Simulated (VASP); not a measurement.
# CuO (Tenorite) in VASP: settings compared, part 2 of 2

VASP 6.6.1.

## Step 3: Single point, PBEsol

This run uses another cell than the first one, of 9.37 Å³/atom, 0.940 times its volume.

INCAR reads:

```
SYSTEM = CuO
PREC     = Accurate       ! precision mode
ENCUT    = 700            ! plane-wave cutoff, eV
EDIFF    = 1E-6           ! SCF threshold, eV
ISMEAR   = -1             ! smearing method
SIGMA    = 0.05           ! smearing width, eV
LREAL    = .False.        ! projectors in reciprocal space
LASPH    = .True.         ! aspherical terms in the spheres
NELM     = 120            ! most SCF steps
ALGO     = Normal         ! electronic algorithm
ISIF     = 2              ! what is computed and relaxed
LWAVE    = .False.        ! write WAVECAR
LCHARG   = .False.        ! write CHGCAR
GGA      = PS             ! functional
NBANDS   = 33             ! bands
GGA_COMPAT= .False.
```

KPOINTS reads:

```
Automatic mesh
0
Gamma
  8 8 5
  0 0 0
```

POSCAR reads:

```
CuO
1.0
    2.2508640000     -1.6448640000      0.0000000000
    2.2508640000      1.6448640000      0.0000000000
   -0.8261321810      0.0000000000      5.0594363927
Cu O
2 2
Direct
    0.4968000000      0.0032000000      0.5000000000
    0.0032000000      0.4968000000      0.0000000000
    0.4056000000      0.5714000000      0.7537000000
    0.5714000000      0.4056000000      0.2537000000
```

Potentials or basis: VASP PAW PBE potentials, release 64 (Cu_sv_GW, O).

Started as:

```sh
cat potpaw_PBE.64/Cu_sv_GW/POTCAR potpaw_PBE.64/O/POTCAR > POTCAR
mpirun -np 1 vasp_std > vasp.out
```

OUTCAR:

```text
SYSTEM = CuO
   PREC = Accurate
   ENCUT = 700
   EDIFF = 1E-6
   ISMEAR = -1
   LREAL = .False.
   LASPH = .True.
   NELM = 120
   ISIF = 2
   GGA = PS

 ion  position               nearest neighbor table
   1  0.497  0.003  0.500-   4 1.86   3 1.89   4 1.93   3 1.97
   2  0.003  0.497  0.000-   3 1.86   4 1.89   3 1.93   4 1.97
   3  0.406  0.571  0.754-   2 1.86   1 1.89   2 1.93   1 1.97
   4  0.571  0.406  0.254-   1 1.86   2 1.89   1 1.93   2 1.97

  LATTYP: Found a base centered monoclinic cell.
 ALAT       =     4.5017280000
 B/A-ratio  =     0.7307700510
 C/A-ratio  =     1.1387716855
[... 1058 lines left out ...]
 [... further k-points ...]
[... 5 lines left out ...]
  --------------------------------------------------------------------------------------
  -------------------------------------------------------------------------------------
  Total        2.8094204      2.2138935      1.6934335      0.0000000      0.0000000     -0.6547599
  in kB      120.1478291     94.6794939     72.4214730      0.0000000      0.0000000    -28.0014972
  external PRESSURE =      95.7495987 kB  Pullay stress =       0.0000000 kB

 VOLUME and BASIS-vectors are now :
 -----------------------------------------------------------------------------
  energy-cutoff  :      700.00
  volume of cell :       37.46
      direct lattice vectors                 reciprocal lattice vectors
     2.250864000 -1.644864000  0.000000000     0.222136922 -0.303976499  0.036271720
     2.250864000  1.644864000  0.000000000     0.222136922  0.303976499  0.036271720
    -0.826132181  0.000000000  5.059436393     0.000000000  0.000000000  0.197650474

 POSITION                                       TOTAL-FORCE (eV/Angst)
 -----------------------------------------------------------------------------------
      0.71237     -0.81190      2.52972        -0.750809     -0.438696      0.318477
      1.12543      0.81190      0.00000        -0.750809      0.438696      0.318477
      1.57644      0.27272      3.81330         0.750809     -0.210942     -0.318477
      1.98950     -0.27272      1.28358         0.750809      0.210942     -0.318477
 -----------------------------------------------------------------------------------
    total drift:                               -0.000559     -0.000000     -0.000627

  FREE ENERGIE OF THE ION-ELECTRON SYSTEM (eV)
  ---------------------------------------------------
  free  energy   TOTEN  =       -21.3678121017 eV

  energy  without entropy=      -21.3498609257  energy(sigma->0) =      -21.35883651
```

OSZICAR:

```text
N       E                     dE             d eps       ncg     rms          rms(c)
DAV:   1     0.999663408229E+03    0.99966E+03   -0.37565E+04  9656   0.540E+03
DAV:   2     0.736988941192E+02   -0.92596E+03   -0.89034E+03 10280   0.138E+03
DAV:   3    -0.236004522027E+02   -0.97299E+02   -0.95192E+02 11910   0.490E+02
DAV:   4    -0.271025006979E+02   -0.35020E+01   -0.34863E+01  9526   0.107E+02
DAV:   5    -0.272677508773E+02   -0.16525E+00   -0.16512E+00 10636   0.204E+01    0.174E+01
DAV:   6    -0.254391501700E+02    0.18286E+01   -0.45068E+01 10748   0.353E+02    0.156E+01
DAV:   7    -0.213349427383E+02    0.41042E+01   -0.14952E+01  9964   0.285E+02    0.393E+00
DAV:   8    -0.213900524414E+02   -0.55110E-01   -0.13339E+00 10164   0.120E+01    0.201E+00
DAV:   9    -0.213700200808E+02    0.20032E-01   -0.52529E-02 11620   0.122E+01    0.438E-01
DAV:  10    -0.213677538852E+02    0.22662E-02   -0.72533E-03 11948   0.472E+00    0.123E-01
DAV:  11    -0.213678526533E+02   -0.98768E-04   -0.76877E-04  8316   0.336E-01    0.556E-02
DAV:  12    -0.213678123953E+02    0.40258E-04   -0.15826E-04 11676   0.325E-01    0.986E-03
DAV:  13    -0.213678120528E+02    0.34254E-06   -0.14639E-05  8628   0.135E-01    0.500E-03
DAV:  14    -0.213678121017E+02   -0.48880E-07   -0.49142E-07  4444   0.646E-02
   1 F= -.21367812E+02 E0= -.21358837E+02  d E =-.179512E-01
```

It took 70 s on 1 thread of Intel Xeon 6975P-C (Granite Rapids), shared host; peak memory 0.3 GiB.

What came out:

| Property | Result |
| --- | --- |
| Free energy | -21.3678 eV |
| Pressure | 9.6 GPa |
| Largest force | 0.926 eV/Å |
| Band gap on the k mesh | zero (band 25 reaches 6.86 eV, above the bottom of band 26 at 6.41 eV) |

Forces on the atoms (eV/Å):
```
Cu  -0.751 -0.439  0.318
Cu  -0.751  0.439  0.318
O    0.751 -0.211 -0.318
O    0.751  0.211 -0.318
```

Caveat: the PAW data sets were made with another functional, which shifts forces and pressure a little; semilocal functionals often make such compounds metallic where correlation or magnetic order opens a gap, which also shifts bond lengths. With open d or f shells a metallic result of PBEsol can be an artefact of self-interaction; +U or a hybrid may open a gap.

## Step 4: Single point, PBE (atoms moved at random)

INCAR reads:

```
SYSTEM = CuO
ALGO     = Normal         ! electronic algorithm
EDIFF    = 1E-7           ! SCF threshold, eV
ENCUT    = 520            ! plane-wave cutoff, eV
GGA      = PE             ! functional
ISIF     = 2              ! what is computed and relaxed
ISMEAR   = -1             ! smearing method
LASPH    = .TRUE.         ! aspherical terms in the spheres
LCHARG   = .TRUE.         ! write CHGCAR
LELF     = .TRUE.         ! ELF
LREAL    = .FALSE.        ! projectors in reciprocal space
LVHAR    = .TRUE.       
LWAVE    = .FALSE.        ! write WAVECAR
NBANDS   = 25             ! bands
NELM     = 80             ! most SCF steps
PREC     = Accurate       ! precision mode
SIGMA    = 0.05           ! smearing width, eV
```

KPOINTS reads:

```
k-points
0
G
  10 10 5
  0 0 0
```

POSCAR reads:

```
CuO
1.0
    2.3446500000     -1.7134000000      0.0000000000
    2.3446500000      1.7134000000      0.0000000000
   -0.8605543552      0.0000000000      5.0594363927
Cu O
2 2
Direct
    0.5057020000     -0.0099960000      0.4952360000
    0.0115430000      0.5010150000     -0.0027230000
    0.4001180000      0.5775250000      0.7609880000
    0.5763470000      0.4140770000      0.2581400000
```

Potentials or basis: VASP PAW PBE potentials, release 64 (Cu, O).

Started as:

```sh
cat potpaw_PBE.64/Cu/POTCAR potpaw_PBE.64/O/POTCAR > POTCAR
mpirun -np 1 vasp_std > vasp.out
```

OUTCAR:

```text
SYSTEM = CuO
   EDIFF = 1E-7
   ENCUT = 520
   GGA = PE
   ISIF = 2
   ISMEAR = -1
   LASPH = .TRUE.
   LREAL = .FALSE.
   NELM = 80
   PREC = Accurate

 ion  position               nearest neighbor table
   1  0.506  0.990  0.495-   4 1.90   4 1.91   3 2.01   3 2.04
   2  0.012  0.501  0.997-   3 1.84   4 1.95   3 1.98   4 2.05
   3  0.400  0.578  0.761-   2 1.84   2 1.98   1 2.01   1 2.04
   4  0.576  0.414  0.258-   1 1.90   1 1.91   2 1.95   2 2.05

  LATTYP: Found a base centered monoclinic cell.
 ALAT       =     4.6893000000
 B/A-ratio  =     0.7307700510
 C/A-ratio  =     1.0944277397
 COS(beta)  =    -0.1676807457
[... 870 lines left out ...]
  --------------------------------------------------------------------------------------
  -------------------------------------------------------------------------------------
  Total        1.9922766      1.8083470      1.6952949     -0.0100618      0.2021193     -0.7353608
  in kB       78.5219883     71.2727363     66.8169907     -0.3965674      7.9661684    -28.9829196
  external PRESSURE =      72.2039051 kB  Pullay stress =       0.0000000 kB

 VOLUME and BASIS-vectors are now :
 -----------------------------------------------------------------------------
  energy-cutoff  :      520.00
  volume of cell :       40.65
      direct lattice vectors                 reciprocal lattice vectors
     2.344650000 -1.713400000  0.000000000     0.213251445 -0.291817439  0.036271720
     2.344650000  1.713400000  0.000000000     0.213251445  0.291817439  0.036271720
    -0.860554355  0.000000000  5.059436393     0.000000000  0.000000000  0.197650474

 POSITION                                       TOTAL-FORCE (eV/Angst)
 -----------------------------------------------------------------------------------
      3.08073      0.82980      2.50562        -0.218603      0.232434      0.914748
      0.34356      0.83866      5.04566        -1.163156      0.540463      0.841994
      1.63736      0.30397      3.85017         0.944062     -0.725235     -1.094223
      2.10005     -0.27803      1.30604         0.437697     -0.047662     -0.662519
 -----------------------------------------------------------------------------------
    total drift:                               -0.000439      0.000082     -0.001138

  FREE ENERGIE OF THE ION-ELECTRON SYSTEM (eV)
  ---------------------------------------------------
  free  energy   TOTEN  =       -19.4081583376 eV

  energy  without entropy=      -19.3893072707  energy(sigma->0) =      -19.39873280
```

Wall time 2.5 min (1 thread of Intel Xeon Platinum 8488C (Sapphire Rapids), shared host); peak memory 0.32 GiB.

What came out:

```yaml
Free_energy: -19.4082 eV
Pressure: 7.2 GPa
Largest_force: 1.617 eV/Å
Band_gap_on_the_k_mesh: zero (band 17 reaches 5.93 eV, above the bottom of band 18 at 5.34 eV)
```

Forces in eV/Å, atoms in the order of the input:
```
Cu  -0.219  0.232  0.915
Cu  -1.163  0.540  0.842
O    0.944 -0.725 -1.094
O    0.438 -0.048 -0.663
```

Stress tensor (GPa, compression positive):
```
 7.85 -0.04 -2.90
-0.04  7.13  0.80
-2.90  0.80  6.68
```

Caveat: the cell differs from its parent crystal (atoms moved at random); semilocal functionals often make such compounds metallic where correlation or magnetic order opens a gap, which also shifts bond lengths; forces of over 1 eV/Å act on the atoms, so gaps and moduli don't describe the material at rest.

## Step 5: The runs side by side

| level | potentials or basis | cell | k mesh | cutoff (eV) | second run | gap on the mesh (eV) | pressure (GPa) | largest force (eV/Å) |
| --- | --- | --- | --- | --- | --- | --- | --- | --- |
| PBEsol | VASP PAW PBE potentials, release 64 (Cu_sv_GW, O) | a = 2.875, b = 2.875, c = 5.131 Å, angles 97.7, 97.7, 72.3°, 4 atoms | 8 × 8 × 5 | 700 | valence_matched | none | -2.2 | 0.77 |
| PBEsol | VASP PAW PBE potentials, release 64 (Cu_sv_GW, O) | a = 2.788, b = 2.788, c = 5.126 Å, angles 97.5, 97.5, 72.3°, 4 atoms | 8 × 8 × 5 | 700 | valence_matched | none | 9.6 | 0.93 |
| PBE | VASP PAW PBE potentials, release 64 (Cu, O) | a = 2.904, b = 2.904, c = 5.132 Å, angles 97.8, 97.8, 72.3°, 4 atoms | 10 × 10 × 5 | 520 | - | none | 7.2 | 1.62 |

Alike in all rows: task single point; no spin polarisation; smearing fermi-dirac 0.05 eV.

Caveats: semilocal functionals often make such compounds metallic where correlation or magnetic order opens a gap, which also shifts bond lengths; the PAW data sets were made with another functional, which shifts forces and pressure a little (some runs); forces of over 1 eV/Å act on the atoms, so gaps and moduli don't describe the material at rest (some runs).

Total energies depend on the potentials used, so only differences within one code and one set of settings carry meaning.
